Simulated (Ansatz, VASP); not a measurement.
# One calculation of Sb2Br, two programs

POSCAR

```
Sb2Br
1.0
    0.0000000000      6.0646290000      0.0000000000
    7.4793530000     -3.0323140000      0.0000000000
    3.2384160000      0.0000000000     -6.9132710000
Br Sb
2 4
Direct
    0.8180000000      0.6360000000      0.6310000000
    0.1820000000      0.3640000000      0.3690000000
    0.1450000000      0.2900000000      0.8950000000
    0.8550000000      0.7100000000      0.1050000000
    0.5240000000      0.0480000000      0.7430000000
    0.4760000000      0.9520000000      0.2570000000
```

The input INCAR.step1:

```
PREC = Accurate ; ENCUT = 520
ISMEAR = 1 ; SIGMA = 0.1739
LREAL = F ; LASPH = T
NELM = 100 ; NBANDS = 26
GGA = PE ; ALGO = Normal
EDIFF = 1E-4 ; LWAVE = T
LCHARG = F
```

The input INCAR.step2:

```
PREC = Accurate ; ENCUT = 520
EDIFF = 1E-7 ; ISMEAR = 1
SIGMA = 0.1739 ; LREAL = F
LASPH = T ; NELM = 100
ALGO = Normal ; ISIF = 2
LWAVE = F ; LCHARG = F
METAGGA = R2SCAN ; LMIXTAU = T
NBANDS = 26 ; ISTART = 1
```

File KPOINTS:

```
regular mesh
0
Gamma
  3 3 3
```

Input for Ansatz:

```yaml
crystal:
  lattice:
    - [0.0, 6.064629, 0.0]
    - [7.479353, -3.032314, 0.0]
    - [3.238416, 0.0, -6.913271]
  atoms:
    - { symbol: Br, position: [0.818, 0.636, 0.631] }
    - { symbol: Br, position: [0.182, 0.364, 0.369] }
    - { symbol: Sb, position: [0.145, 0.29, 0.895] }
    - { symbol: Sb, position: [0.855, 0.71, 0.105] }
    - { symbol: Sb, position: [0.524, 0.048, 0.743] }
    - { symbol: Sb, position: [0.476, 0.952, 0.257] }
  symmetry: { tolerance: 0.0003 }
kpoints:
  mp_grid: { grid: [3, 3, 3], shift: [0, 0, 0] }
magnetization:
  spin_polarized: false
scf:
  occupations: { method: cold, width: 0.1739 }
  algorithm: direct_min
  n_extra_bands: 8
hamiltonian:
  pseudopotentials: { kind: paw }
  xc: r2scan
basis:
  ecutwfc: 500
output:
  forces: true
  stress: true
  eigenvalues: true
```

Alike in both runs: task single point; functional r2SCAN; k mesh 3 × 3 × 3; no spin polarisation.

|  | VASP | Ansatz |
| --- | --- | --- |
| version | VASP 6.6.1 | Ansatz 0.2.0 |
| potentials or method | VASP PAW PBE potentials, release 64 (Br, Sb), cutoff 520 eV | PAW plane waves |
| occupations | methfessel-paxton of order 1, width 0.1739 eV | cold, width 0.1739 eV |
| valence electrons in the cell | 34 | 74 |

```tsv
	VASP	Ansatz	Ansatz less VASP
gap on the k mesh at the Fermi level (eV)	none	none	-
pressure (GPa)	-7.1	-7.1	+0.01
traceless stress, the component that is largest in VASP (GPa)	-1.35	-1.33	+0.019
rms of the force components (eV/Å)	0.770	0.776	+0.0059
```

VASP's potentials were made for PBE, not for r2SCAN. Atom by atom the forces differ by 0.009 eV/Å (rms over components). A gap of «none» marks a metal or a gap that the smearing closes. VASP's potentials hold 34 valence electrons a cell and Ansatz's 74, so a difference there can come from the potentials and not from the codes.

The k mesh is coarse, so the values compare programs but aren't converged. Spin-orbit coupling is off throughout.
